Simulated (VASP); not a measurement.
Here is a VASP 6.6.1 calculation.

File INCAR:

```
SYSTEM = CoNiO2
ALGO = Normal
EDIFF = 1E-6
ENCUT = 520
GGA = CA
ISIF = 2
ISMEAR = -1
ISPIN = 2
LASPH = .True.
LCHARG = .False.
LMAXMIX = 4
LORBIT = 11
LREAL = .False.
LWAVE = .False.
MAGMOM = 1 2 0 0
NBANDS = 28
NELM = 150
PREC = Accurate
SIGMA = 0.05
```

File KPOINTS:

```
k-points
0
Gamma
  9 9 6
  0 0 0
```

The input POSCAR:

```
CoNiO2
1.0
    2.9735937763      0.0000000000      0.0000000000
    0.0000000000      2.9735937763      0.0000000000
    0.0000000000      0.0000000000      4.1652200993
Ni Co O
1 1 2
Direct
    0.0000000000      0.0000000000      0.0000000000
    0.5000000000      0.5000000000      0.5000000000
    0.0000000000      0.0000000000      0.5000000000
    0.5000000000      0.5000000000      0.0000000000
```

Potentials or basis: VASP PAW LDA potentials, release 64 (Ni, Co, O).

The run is started by

```console
$ cat potpaw_LDA.64/Ni/POTCAR potpaw_LDA.64/Co/POTCAR potpaw_LDA.64/O/POTCAR > POTCAR
$ mpirun -np 1 vasp_std > vasp.out
```

Q: Estimate the pressure.

A: -18.7 GPa.

Q: What does it give for the band gap on the k mesh?

A: Zero (filled and empty bands overlap).

Q: Predict the net moment.

A: 2.98 μB per cell.

Q: Predict the site moments.

A: Ni +0.54; Co +2.08; O +0.17, +0.12 μB.

Stress tensor (GPa, compression positive):
```
-18.79   0.00   0.00
  0.00 -18.79   0.00
  0.00   0.00 -18.56
```

Caveat: semilocal functionals often make such compounds metallic where correlation or magnetic order opens a gap, which also shifts bond lengths. With open d or f shells a metallic result of LDA can be an artefact of self-interaction; +U or a hybrid may open a gap.
